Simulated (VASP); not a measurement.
Runs of VASP 6.6.1 on H16CO10. The cells are those of the table. 

| cell | gap on the mesh (eV) | pressure (GPa) | largest force (eV/Å) |
| --- | --- | --- | --- |
| a = 6.720 Å, 27 atoms | 4.38 | (c) | 2.91 |
| a = 6.739 Å, 27 atoms | (d) | (b) | 3.07 |
| a = 6.747 Å, 27 atoms | (a) | -1.1 | 3.98 |
| a = 6.583 Å, 27 atoms | 4.78 | -0.7 | 2.30 |

Alike in all rows: task single point; level PBE+D3(BJ); potentials or basis VASP PAW PBE potentials, release 64 (O, H, C); no spin polarisation; k mesh 1 × 1 × 1; cutoff (eV) 520; smearing fermi-dirac 0.05 eV.

Question: Fill in the values left out.

Answer: (a) 4.32; (b) 1.1; (c) -0.4; (d) 4.27.

Caveats: all runs use coarse meshes.

A k mesh can miss the band edges.
